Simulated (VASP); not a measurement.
Y: single point with LDA

Crystal: Y.

```
CELL_PARAMETERS angstrom
0.00000 2.15653 2.15653
2.15653 0.00000 2.15653
2.15653 2.15653 0.00000
ATOMIC_POSITIONS crystal
Y 0.00000 0.00000 0.00000
```

This cell differs from its parent crystal: volume scaled by 0.68.

```json
{
  "Program": "VASP 6.6.1",
  "Task": "single point",
  "Functional": "LDA",
  "Potentials or basis": "VASP PAW LDA potentials, release 64 (Y_sv)",
  "Cutoff": "520 eV",
  "k mesh": "13 × 13 × 13",
  "Occupations": "fermi-dirac, width 0.08 eV",
  "Spin": "no spin polarisation",
  "Dipole correction": "no",
  "Further INCAR settings": "ALGO = Normal; EDIFF = 1e-07; NBANDS = 12"
}
```

- Pressure: 30.9 GPa

Levels at points of the mesh, in eV from the Fermi level:
| k point | band 3 | band 4 | band 5 | band 6 | band 7 | band 8 |
| --- | --- | --- | --- | --- | --- | --- |
| (0.00, 0.00, 0.00) | -20.65 | -20.65 | -4.90 | 2.16 | 2.16 | 2.16 |

Wall time 15 s on 1 thread of Intel Xeon 6975P-C (shared host), peak memory 0.16 GiB.
